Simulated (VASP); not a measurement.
# CaO (P6_3/mmc) in VASP: a series of runs

Aim: see how the results for CaO move with the level of theory and the settings. Levels: PBE, r2SCAN. Tasks: single point.

Everything below comes from runs of VASP 6.6.1. Logs are shortened: lines on timing, memory, paths and dates and some standing lists are left out, and cuts for length are marked.

### Step 1. The cell of the first run

It takes space group P6_3/mmc (No. 194, hexagonal). Conventional cell: a = 4.082 Å, b = 4.082 Å, c = 4.903 Å, α = 90.00°, β = 90.00°, γ = 120.00°. Ca (site symmetry -6m2) has 5 O at 2.36 to 2.45 Å within 3.1 Å. Within 3.1 Å of O (site symmetry -6m2) lie 5 Ca at 2.36 to 2.45 Å.

### Step 2. Single point, PBE (17.69 Å³/atom)

INCAR reads:

```
SYSTEM = CaO
PREC     = Accurate       ! precision mode
ENCUT    = 520            ! plane-wave cutoff, eV
EDIFF    = 1E-7           ! SCF threshold, eV
ISMEAR   = 0              ! smearing method
SIGMA    = 0.01           ! smearing width, eV
LREAL    = .FALSE.        ! projectors in reciprocal space
LASPH    = .TRUE.         ! aspherical terms in the spheres
NELM     = 100            ! most SCF steps
ALGO     = Normal         ! electronic algorithm
ISIF     = 2              ! what is computed and relaxed
LWAVE    = .FALSE.        ! write WAVECAR
LCHARG   = .FALSE.        ! write CHGCAR
GGA      = PE             ! functional
NBANDS   = 24             ! bands
```

KPOINTS reads:

```
regular mesh
0
G
  6 6 4
  0 0 0
```

POSCAR reads:

```
CaO
1.0
    4.0824446118      0.0000000000      0.0000000000
   -2.0412223059      3.5355007434      0.0000000000
    0.0000000000      0.0000000000      4.9029033626
Ca O
2 2
Direct
    0.3333333333      0.6666666667      0.2500000000
    0.6666666667      0.3333333333      0.7500000000
    0.6666666667      0.3333333333      0.2500000000
    0.3333333333      0.6666666667      0.7500000000
```

Potentials or basis: VASP PAW PBE potentials, release 64 (Ca_sv, O).

Started as:

```bash
$ cat potpaw_PBE.64/Ca_sv/POTCAR potpaw_PBE.64/O/POTCAR > POTCAR
$ mpirun -np 1 vasp_std > vasp.out
```

OUTCAR:

```text
SYSTEM = CaO
   PREC = Accurate
   ENCUT = 520
   EDIFF = 1E-7
   ISMEAR = 0
   LREAL = .FALSE.
   LASPH = .TRUE.
   NELM = 100
   ISIF = 2
   GGA = PE

 ion  position               nearest neighbor table
   1  0.333  0.667  0.250-   3 2.36   3 2.36   3 2.36   4 2.45   4 2.45
   2  0.667  0.333  0.750-   4 2.36   4 2.36   4 2.36   3 2.45   3 2.45
   3  0.667  0.333  0.250-   1 2.36   1 2.36   1 2.36   2 2.45   2 2.45
   4  0.333  0.667  0.750-   2 2.36   2 2.36   2 2.36   1 2.45   1 2.45

  LATTYP: Found a hexagonal cell.
 ALAT       =     4.0824446118
 C/A-ratio  =     1.2009724145

  Lattice vectors:

 A1 = (   4.0824446118,   0.0000000000,   0.0000000000)
 A2 = (  -2.0412223059,   3.5355007434,   0.0000000000)
 A3 = (   0.0000000000,   0.0000000000,   4.9029033626)

Analysis of symmetry for initial positions (statically):
=====================================================================
 Subroutine PRICEL returns:
 Original cell was already a primitive cell.

 Routine SETGRP: Setting up the symmetry group for a
 hexagonal supercell.

 Subroutine GETGRP returns: Found 24 space group operations
 (whereof 12 operations were pure point group operations)
 out of a pool of 24 trial point group operations.

The static configuration has the point symmetry D_3d.
 The point group associated with its full space group is D_6h.

Analysis of symmetry for dynamics (positions and initial velocities):
=====================================================================
 Subroutine PRICEL returns:
 Original cell was already a primitive cell.

 Routine SETGRP: Setting up the symmetry group for a
 hexagonal supercell.

 Subroutine GETGRP returns: Found 24 space group operations
 (whereof 12 operations were pure point group operations)
 out of a pool of 24 trial point group operations.

The dynamic configuration has the point symmetry D_3d.
 The point group associated with its full space group is D_6h.

 Subroutine INISYM returns: Found 24 space group operations
 (whereof 12 operations are pure point group operations),
 and found     1 'primitive' translations

----------------------------------------------------------------------------------------

                                     Primitive cell

  volume of cell :      70.7660

  direct lattice vectors                    reciprocal lattice vectors
     4.082444612  0.000000000  0.000000000     0.244951272  0.141422683  0.000000000
    -2.041222306  3.535500743  0.000000000     0.000000000  0.282845366  0.000000000
[... 86 lines left out ...]
   LREAL  =      F    real-space projection
   EDIFFG = 0.1E-05   stopping-criterion for IOM
   NSW    =      0    number of steps for IOM
   IBRION =     -1    ionic relax: 0-MD 1-quasi-New 2-CG
   NFREE  =      0    steps in history (QN), initial steepest desc. (CG)
   ISIF   =      2    stress and relaxation
   ISYM   =      2    0-nonsym 1-usesym 2-fastsym
   POTIM  = 0.5000    time-step for ionic-motion
   TEBEG  =    0.0;   TEEND  =   0.0 temperature during run
   PSTRESS=    0.0 pullay stress
   NELECT =      32.0000    total number of electrons
   NUPDOWN=      -1.0000    fix difference up-down
   EMIN   =  10.00;   EMAX   =-10.00  energy-range for DOS
   EFERMI =   0.00;   METHOD = LEGACY
   ISMEAR =     0;   SIGMA  =   0.01  broadening in eV -4-tet -1-fermi 0-gaus
   EFERMI_NEDOS =   21; number of points for ismear=-14 and -15
   IALGO  =     38    algorithm
   IMIX   =      4    mixing-type and parameters
     AMIX     =   0.40;   BMIX     =  1.00
     AMIX_MAG =   1.60;   BMIX_MAG =  1.00
  volume/ion in A,a.u.               =      17.69       119.39
  Fermi-wavevector in a.u.,A,eV,Ry     =   1.256560  2.374554 21.482831  1.578944
  Thomas-Fermi vector in A             =   2.390262
   LORBIT       =      0    0 simple, 1 ext, 2 COOP (PROOUT), +10 PAW based schemes
   GGA     = PE    functional components
   LHFCALC =     F    Hartree Fock is set to
   AEXX    =    0.0000 exact exchange contribution
   IVDW    =     0    specifies the selected vdW correction
   LEPSILON=     F    determine dielectric tensor
   LRPA    =     F    only Hartree local field effects (RPA)
 non-spin polarized calculation
 Gauss-broadening in eV      SIGMA  =   0.01
  energy-cutoff  :      520.00
  volume of cell :       70.77
 maximum number of plane-waves:      1938
   NGX = 15   NGY = 15   NGZ = 19

 number of electron      32.0000011 magnetization

 Free energy of the ion-electron system (eV)
  ---------------------------------------------------
  ext. energy  EPLUGINS =         0.00000000
  ---------------------------------------------------
  free energy    TOTEN  =       -25.30630130 eV

  energy without entropy =      -25.30630130  energy(sigma->0) =      -25.30630130

 E-fermi :   1.1052     XC(G=0):  -9.0920

 val. band max:        1.0229717473   @ k =   0.0000   0.0000   0.0000
 cond. band min:       3.9464086045   @ k =   0.0000   0.0000   0.0000
 fundamental gap:      2.9234368572
 Fermi energy:         1.1051501201

 k-point     1 :       0.0000    0.0000    0.0000
  band No.  band energies     occupation
      1     -36.9298      2.00000
      2     -36.8341      2.00000
      3     -18.1871      2.00000
      4     -18.0031      2.00000
      5     -18.0031      2.00000
      6     -17.8486      2.00000
[... 556 lines left out ...]
     23       9.1395      0.00000
     24       9.1395      0.00000

------------------------ aborting loop because EDIFF is reached ----------------------------------------

  FORCE on cell =-STRESS in cart. coord.  units (eV):
  Direction    XX          YY          ZZ          XY          YZ          ZX
  --------------------------------------------------------------------------------------
  -------------------------------------------------------------------------------------
  Total       -1.7215600     -1.7215600     -1.9243160      0.0000000     -0.0000000      0.0000000
  in kB      -38.9769799    -38.9769799    -43.5674765      0.0000000     -0.0000000      0.0000000
  external PRESSURE =     -40.5071455 kB  Pullay stress =       0.0000000 kB

 VOLUME and BASIS-vectors are now :
 -----------------------------------------------------------------------------
  energy-cutoff  :      520.00
  volume of cell :       70.77
      direct lattice vectors                 reciprocal lattice vectors
     4.082444612  0.000000000  0.000000000     0.244951272  0.141422683  0.000000000
    -2.041222306  3.535500743  0.000000000     0.000000000  0.282845366  0.000000000
     0.000000000  0.000000000  4.902903363     0.000000000  0.000000000  0.203960781

 POSITION                                       TOTAL-FORCE (eV/Angst)
 -----------------------------------------------------------------------------------
     -0.00000      2.35700      1.22573        -0.000000     -0.000000      0.000000
      2.04122      1.17850      3.67718         0.000000      0.000000      0.000000
      2.04122      1.17850      1.22573         0.000000     -0.000000     -0.000000
     -0.00000      2.35700      3.67718        -0.000000      0.000000     -0.000000
 -----------------------------------------------------------------------------------
    total drift:                                0.000000      0.000000     -0.000000

  FREE ENERGIE OF THE ION-ELECTRON SYSTEM (eV)
  ---------------------------------------------------
  free  energy   TOTEN  =       -25.3063012967 eV

  energy  without entropy=      -25.3063012967  energy(sigma->0) =      -25.30630130
```

Run time: 20 s. Hardware: 1 thread of Intel Xeon 6975P-C (Granite Rapids), shared host; peak memory 0.18 GiB.

Results:

```
Free energy            : -25.3063 eV
Pressure               : -4.1 GPa
Band gap on the k mesh : 2.92 eV
```

Caveat: the cell stands under tension.

### Step 3. Single point, r2SCAN (15.39 Å³/atom)

This run uses another cell than the first one, of 15.39 Å³/atom.

POSCAR reads:

```
CaO
1.0
    3.8997586203      0.0000000000      0.0000000000
   -1.9498793101      3.3772900338      0.0000000000
    0.0000000000      0.0000000000      4.6727385735
Ca O
2 2
Direct
    0.3333333333      0.6666666667      0.2500000000
    0.6666666667      0.3333333333      0.7500000000
    0.6666666667      0.3333333333      0.2500000000
    0.3333333333      0.6666666667      0.7500000000
```

INCAR.step1 reads:

```
  ALGO = Normal
  EDIFF = 1E-4
  ENCUT = 520
  GGA = PE
  ISMEAR = 0
  LASPH = T
  LCHARG = F
  LREAL = F
  LWAVE = T
  NBANDS = 24
  NELM = 60
  PREC = Accurate
  SIGMA = 0.01
```

INCAR.step2 reads:

```
  ALGO = Normal
  EDIFF = 1E-6
  ENCUT = 520
  ISIF = 2
  ISMEAR = 0
  ISTART = 1
  LASPH = T
  LCHARG = F
  LMIXTAU = T
  LREAL = F
  LWAVE = F
  METAGGA = R2SCAN
  NBANDS = 24
  NELM = 60
  PREC = Accurate
  SIGMA = 0.01
```

KPOINTS reads:

```
k-points
0
Gamma
  6 6 4
```

Potentials or basis: VASP PAW PBE potentials, release 64 (Ca_sv, O).

Started as:

```bash
$ cat potpaw_PBE.64/Ca_sv/POTCAR potpaw_PBE.64/O/POTCAR > POTCAR
$ cp INCAR.step1 INCAR
$ mpirun -np 1 vasp_std > vasp.out
$ cp INCAR.step2 INCAR
$ mpirun -np 1 vasp_std > vasp.out
```

OUTCAR:

```text
EDIFF = 1E-6
   ENCUT = 520
   ISIF = 2
   ISMEAR = 0
   ISTART = 1
   LASPH = T
   LREAL = F
   METAGGA = R2SCAN
   NELM = 60
   PREC = Accurate

 ion  position               nearest neighbor table
   1  0.333  0.667  0.250-   3 2.25   3 2.25   3 2.25   4 2.34   4 2.34
   2  0.667  0.333  0.750-   4 2.25   4 2.25   4 2.25   3 2.34   3 2.34
   3  0.667  0.333  0.250-   1 2.25   1 2.25   1 2.25   2 2.34   2 2.34
   4  0.333  0.667  0.750-   2 2.25   2 2.25   2 2.25   1 2.34   1 2.34

  LATTYP: Found a hexagonal cell.
 ALAT       =     3.8997586203
 C/A-ratio  =     1.1982122558

  Lattice vectors:

 A1 = (   3.8997586203,   0.0000000000,   0.0000000000)
 A2 = (  -1.9498793101,   3.3772900338,   0.0000000000)
 A3 = (   0.0000000000,   0.0000000000,   4.6727385735)

Analysis of symmetry for initial positions (statically):
=====================================================================
 Subroutine PRICEL returns:
 Original cell was already a primitive cell.

 Routine SETGRP: Setting up the symmetry group for a
 hexagonal supercell.

 Subroutine GETGRP returns: Found 24 space group operations
[... 167 lines left out ...]

 E-fermi :   1.4293     XC(G=0): -10.3031

 val. band max:        1.3521784762   @ k =   0.0000   0.0000   0.0000
 cond. band min:       5.1818685682   @ k =   0.0000   0.0000   0.0000
 fundamental gap:      3.8296900920
 Fermi energy:         1.4293127183

 k-point     1 :       0.0000    0.0000    0.0000
  band No.  band energies     occupation
      1     -37.4101      2.00000
      2     -37.2341      2.00000
      3     -17.9684      2.00000
      4     -17.6514      2.00000
      5     -17.6514      2.00000
      6     -17.4063      2.00000
[... 556 lines left out ...]
     23      11.0302      0.00000
     24      11.0302      0.00000

------------------------ aborting loop because EDIFF is reached ----------------------------------------

  FORCE on cell =-STRESS in cart. coord.  units (eV):
  Direction    XX          YY          ZZ          XY          YZ          ZX
  --------------------------------------------------------------------------------------
  -------------------------------------------------------------------------------------
  Total        2.9112545      2.9112545      3.2316641      0.0000000      0.0000000     -0.0000000
  in kB       75.7902224     75.7902224     84.1316152      0.0000000      0.0000000     -0.0000000
  external PRESSURE =      78.5706866 kB  Pullay stress =       0.0000000 kB

 VOLUME and BASIS-vectors are now :
 -----------------------------------------------------------------------------
  energy-cutoff  :      520.00
  volume of cell :       61.54
      direct lattice vectors                 reciprocal lattice vectors
     3.899758620  0.000000000  0.000000000     0.256426127  0.148047694  0.000000000
    -1.949879310  3.377290034  0.000000000     0.000000000  0.296095387  0.000000000
     0.000000000  0.000000000  4.672738574     0.000000000  0.000000000  0.214007265

 POSITION                                       TOTAL-FORCE (eV/Angst)
 -----------------------------------------------------------------------------------
     -0.00000      2.25153      1.16818        -0.000000      0.000000      0.000000
      1.94988      1.12576      3.50455        -0.000000      0.000000      0.000000
      1.94988      1.12576      1.16818         0.000000      0.000000      0.000000
     -0.00000      2.25153      3.50455        -0.000000     -0.000000     -0.000000
 -----------------------------------------------------------------------------------
    total drift:                               -0.000000     -0.000000     -0.000000

  FREE ENERGIE OF THE ION-ELECTRON SYSTEM (eV)
  ---------------------------------------------------
  free  energy   TOTEN  =       -38.3789526389 eV

  energy  without entropy=      -38.3789526389  energy(sigma->0) =      -38.37895264
```

OSZICAR.step1:

```text
N       E                     dE             d eps       ncg     rms          rms(c)
DAV:   1     0.328713312659E+03    0.32871E+03   -0.16573E+04  1008   0.134E+03
DAV:   2    -0.283420624872E+01   -0.33155E+03   -0.31186E+03  1192   0.396E+02
DAV:   3    -0.291028824391E+02   -0.26269E+02   -0.26083E+02  1624   0.106E+02
DAV:   4    -0.300465912851E+02   -0.94371E+00   -0.94231E+00  1432   0.174E+01
DAV:   5    -0.300684754223E+02   -0.21884E-01   -0.21883E-01  1416   0.199E+00    0.132E+01
DAV:   6    -0.252942785792E+02    0.47742E+01   -0.21135E+01  1368   0.302E+01    0.516E+00
DAV:   7    -0.252484232172E+02    0.45855E-01   -0.25349E+00  1304   0.105E+01    0.282E+00
DAV:   8    -0.252105939061E+02    0.37829E-01   -0.39010E-01  1424   0.486E+00    0.101E+00
DAV:   9    -0.251961096828E+02    0.14484E-01   -0.12287E-01  1264   0.223E+00    0.237E-01
DAV:  10    -0.251998884939E+02   -0.37788E-02   -0.12511E-02  1160   0.772E-01    0.163E-01
DAV:  11    -0.251997857162E+02    0.10278E-03   -0.75598E-03  1216   0.502E-01    0.108E-01
DAV:  12    -0.251996045205E+02    0.18120E-03   -0.11397E-03  1104   0.255E-01    0.161E-02
DAV:  13    -0.251996069476E+02   -0.24271E-05   -0.59492E-05   808   0.563E-02
   1 F= -.25199607E+02 E0= -.25199607E+02  d E =-.200657E-41
```

Run time: 55 s. Hardware: 1 thread of Intel Xeon 6975P-C (Granite Rapids), shared host; peak memory 0.19 GiB.

Results:

```yaml
Free_energy: -38.3790 eV
Pressure: 7.9 GPa
Band_gap_on_the_k_mesh: 3.83 eV
```

Caveat: the cell stands under pressure; the PAW data sets were made with another functional, which shifts forces and pressure a little.

### Step 4. Single point, r2SCAN (15.88 Å³/atom)

This run uses another cell than the first one, of 15.88 Å³/atom.

POSCAR reads:

```
CaO
1.0
    3.9408117279      0.0000000000      0.0000000000
   -1.9704058639      3.4128430679      0.0000000000
    0.0000000000      0.0000000000      4.7219289102
Ca O
2 2
Direct
    0.3333333333      0.6666666667      0.2500000000
    0.6666666667      0.3333333333      0.7500000000
    0.6666666667      0.3333333333      0.2500000000
    0.3333333333      0.6666666667      0.7500000000
```

INCAR.step1 reads:

```
ALGO     = Normal         # electronic algorithm
EDIFF    = 1E-4           # SCF threshold, eV
ENCUT    = 520            # plane-wave cutoff, eV
GGA      = PE             # functional
ISMEAR   = 0              # smearing method
LASPH    = T              # aspherical terms in the spheres
LCHARG   = F              # write CHGCAR
LREAL    = F              # projectors in reciprocal space
LWAVE    = T              # write WAVECAR
NBANDS   = 24             # bands
NELM     = 60             # most SCF steps
PREC     = Accurate       # precision mode
SIGMA    = 0.01           # smearing width, eV
```

INCAR.step2 reads:

```
ALGO     = Normal         # electronic algorithm
EDIFF    = 1E-6           # SCF threshold, eV
ENCUT    = 520            # plane-wave cutoff, eV
ISIF     = 2              # what is computed and relaxed
ISMEAR   = 0              # smearing method
ISTART   = 1            
LASPH    = T              # aspherical terms in the spheres
LCHARG   = T              # write CHGCAR
LELF     = T              # ELF
LMIXTAU  = T            
LREAL    = F              # projectors in reciprocal space
LVHAR    = T            
LWAVE    = F              # write WAVECAR
METAGGA  = R2SCAN         # meta-GGA
NBANDS   = 24             # bands
NELM     = 60             # most SCF steps
PREC     = Accurate       # precision mode
SIGMA    = 0.01           # smearing width, eV
```

KPOINTS is that of step 3.

Started as:

```bash
$ cat potpaw_PBE.64/Ca_sv/POTCAR potpaw_PBE.64/O/POTCAR > POTCAR
$ cp INCAR.step1 INCAR
$ mpirun -np 1 vasp_std > vasp.out
$ cp INCAR.step2 INCAR
$ mpirun -np 1 vasp_std > vasp.out
```

Wall time 57 s (1 thread of Intel Xeon 6975P-C (Granite Rapids), shared host); peak memory 0.19 GiB.

The run converged. Its results:

```yaml
Free_energy: -38.4541 eV
Pressure: 4.1 GPa
Band_gap_on_the_k_mesh: 3.72 eV
```

Stress tensor (GPa, compression positive):
```
4.03 0.00 0.00
0.00 4.03 0.00
0.00 0.00 4.37
```

Levels at points of the mesh, in eV from the valence-band top:
```
           k point  band 14  band 15  band 16  band 17  band 18  band 19
(0.00, 0.00, 0.00)    -1.23    -1.06     0.00     3.72     6.89     6.89
(0.50, 0.00, 0.00)    -0.82    -0.59    -0.40     5.18     5.85     5.92
(0.00, 0.00, 0.50)    -1.35    -1.35    -1.35     5.56     5.56     8.65
(0.50, 0.00, 0.50)    -1.12    -0.77    -0.77     5.91     5.91     8.14
```

Caveat: the cell stands under pressure; the PAW data sets were made with another functional, which shifts forces and pressure a little.

### Step 5. The runs side by side

```csv
level,cell,gap on the mesh (eV),pressure (GPa)
PBE,"a = 4.082, b = 4.082, c = 4.903 Å, angles 90.0, 90.0, 120.0°, 4 atoms",2.92,-4.1
r2SCAN,"a = 3.900, b = 3.900, c = 4.673 Å, angles 90.0, 90.0, 120.0°, 4 atoms",3.83,7.9
r2SCAN,"a = 3.941, b = 3.941, c = 4.722 Å, angles 90.0, 90.0, 120.0°, 4 atoms",3.72,4.1
```

Alike in all rows: task single point; potentials or basis VASP PAW PBE potentials, release 64 (Ca_sv, O); no spin polarisation; k mesh 6 × 6 × 4; cutoff (eV) 520; smearing gaussian 0.01 eV.

Caveats: the cell stands under pressure (at least some runs); the PAW data sets were made with another functional, which shifts forces and pressure a little (at least some runs); the cell stands under tension (at least some runs).

Total energies depend on the potentials used, so only differences within one code and one set of settings carry meaning.
